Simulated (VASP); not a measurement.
A run of VASP 6.6.1 is set up as follows.

File INCAR:

```
SYSTEM = Al16O25
PREC = Accurate
ENCUT = 520
EDIFF = 1E-6
ISMEAR = 0
SIGMA = 0.01
LREAL = Auto
LASPH = .True.
NELM = 100
ALGO = Fast
ISIF = 2
LWAVE = .False.
LCHARG = .False.
GGA = PS
IBRION = 2
NSW = 65
EDIFFG = -0.025
```

The input KPOINTS:

```
Automatic mesh
0
Gamma
  2 2 2
  0.5 0.5 0.5
```

The input POSCAR:

```
Al16O25
1.0
   -4.7738611784     -2.7561900364      4.3382851459
    4.7738611784     -2.7561900364      4.3382851459
    0.0000000000      5.5123800729      4.3382851459
Al O
16 25
Direct
    0.1479209717      0.1479209717      0.1479209717
    0.6479209717      0.6479209717      0.1479209717
    0.6479209717      0.1479209717      0.6479209717
    0.1479209717      0.6479209717      0.6479209717
    0.3520790283      0.3520790283      0.3520790283
    0.8520790283      0.8520790283      0.3520790283
    0.8520790283      0.3520790283      0.8520790283
    0.3520790283      0.8520790283      0.8520790283
    0.6479209717      0.6479209717      0.6479209717
    0.1479209717      0.1479209717      0.6479209717
    0.1479209717      0.6479209717      0.1479209717
    0.6479209717      0.1479209717      0.1479209717
    0.8520790283      0.8520790283      0.8520790283
    0.3520790283      0.3520790283      0.8520790283
    0.3520790283      0.8520790283      0.3520790283
    0.8520790283      0.3520790283      0.3520790283
    0.4029299271      0.5970700729      0.7500000000
    0.9029299271      0.0970700729      0.7500000000
    0.9029299271      0.5970700729      0.2500000000
    0.4029299271      0.0970700729      0.2500000000
    0.4029299271      0.2500000000      0.5970700729
    0.9029299271      0.7500000000      0.5970700729
    0.9029299271      0.2500000000      0.0970700729
    0.4029299271      0.7500000000      0.0970700729
    0.5970700729      0.7500000000      0.4029299271
    0.0970700729      0.2500000000      0.4029299271
    0.0970700729      0.7500000000      0.9029299271
    0.5970700729      0.2500000000      0.9029299271
    0.7500000000      0.4029299271      0.5970700729
    0.2500000000      0.9029299271      0.5970700729
    0.2500000000      0.4029299271      0.0970700729
    0.7500000000      0.9029299271      0.0970700729
    0.2500000000      0.5970700729      0.4029299271
    0.7500000000      0.0970700729      0.4029299271
    0.7500000000      0.5970700729      0.9029299271
    0.2500000000      0.0970700729      0.9029299271
    0.5970700729      0.4029299271      0.2500000000
    0.0970700729      0.9029299271      0.2500000000
    0.0970700729      0.4029299271      0.7500000000
    0.5970700729      0.9029299271      0.7500000000
    0.0000000000      0.0000000000      0.0000000000
```

Potentials or basis: VASP PAW PBE potentials, release 64 (Al, O).

Launch:

```console
$ cat potpaw_PBE.64/Al/POTCAR potpaw_PBE.64/O/POTCAR > POTCAR
$ mpirun -np 1 vasp_std > vasp.out
```

Question: What does it give for the energy gained by relaxing?

Answer: 47.1 meV/atom.

Question: Estimate the band gap on the k mesh.

Answer: Zero (bands 99 and 100 overlap by 0.02 eV).

Forces on the atoms (eV/Å):
```
Al   0.000  0.000 -0.007
Al  -0.003 -0.015 -0.004
Al  -0.011  0.010 -0.004
Al   0.014  0.005 -0.004
Al   0.000  0.000 -0.002
Al  -0.002  0.003  0.002
Al   0.003  0.000  0.002
Al  -0.001 -0.003  0.002
Al   0.000  0.000  0.002
Al   0.002 -0.003 -0.002
Al  -0.003  0.000 -0.002
Al   0.001  0.003 -0.002
Al   0.000  0.000  0.007
Al   0.003  0.015  0.004
Al   0.011 -0.010  0.004
Al  -0.014 -0.005  0.004
O   -0.003  0.000  0.010
O    0.002 -0.007  0.007
O    0.001  0.001  0.004
O    0.003 -0.007  0.006
O   -0.001 -0.003 -0.010
O    0.007 -0.001 -0.006
O    0.007 -0.002 -0.007
O    0.000  0.002 -0.004
O    0.001  0.003  0.010
O   -0.007  0.001  0.006
O   -0.007  0.002  0.007
O    0.000 -0.002  0.004
O    0.002 -0.003  0.010
O   -0.002  0.001  0.004
O    0.004  0.006  0.006
O    0.005  0.005  0.007
O   -0.002  0.003 -0.010
O    0.002 -0.001 -0.004
O   -0.004 -0.006 -0.006
O   -0.005 -0.005 -0.007
O    0.003  0.000 -0.010
O   -0.002  0.007 -0.007
O   -0.001 -0.001 -0.004
O   -0.003  0.007 -0.006
O    0.000  0.000  0.000
```

Caveat: the k points lie up to 0.45 Å⁻¹ apart; the cell differs from its parent crystal (with an interstitial atom); the PAW data sets were made with another functional, which shifts forces and pressure a little.
